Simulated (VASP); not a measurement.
The system is Li.

```xyz
1
Lattice="-1.7547 1.7547 1.7547 1.7547 -1.7547 1.7547 1.7547 1.7547 -1.7547" Properties=species:S:1:pos:R:3 pbc="T T T"
Li    0.0000    0.0000    0.0000
```

```yaml
Program: VASP 6.6.1
Task: relaxation of cell and atoms
Functional: RPBE
Dispersion: D4
Potentials_or_basis: VASP PAW PBE potentials, release 64 (Li_sv)
Cutoff: 600 eV
k_mesh: 11 × 11 × 11
Occupations: fermi-dirac, width 0.05 eV
Spin: no spin polarisation
```

At the start: pressure -0.8 GPa; volume 21.61 Å³/atom.

Problem. Where does the relaxation end?

Solution. Over 3 steps the energy falls by 3.2 meV/atom and the volume is 20.36 Å³/atom (-5.8 %); space group Im-3m (No. 229, to 0.05 Å).

Step by step:
| step | energy change (eV) | largest force (eV/Å) | pressure (GPa) | volume (Å³) |
| --- | --- | --- | --- | --- |
| 1 | 0.0000 | 0.0000 | -0.75 | 21.61 |
| 2 | -0.0013 | 0.0000 | -0.59 | 21.29 |
| 3 | -0.0032 | 0.0000 | -0.04 | 20.36 |

Final structure:
```
CELL_PARAMETERS angstrom
-1.72030 1.72030 1.72030
1.72030 -1.72030 1.72030
1.72030 1.72030 -1.72030
ATOMIC_POSITIONS crystal
Li 0.00000 0.00000 0.00000
```

The cell as given is a measured one (21.61 Å³/atom); RPBE+D4 puts the equilibrium volume -5.8 % from it, thermal expansion not counted.

Caveat: the cutoff is under 1.25 times the usual one of these potentials, so pressure, stress and relaxed cells hold a basis-set (Pulay) error; the PAW data sets were made with another functional, which shifts forces and pressure a little; pairwise dispersion overbinds metals, which lowers pressure and volume.
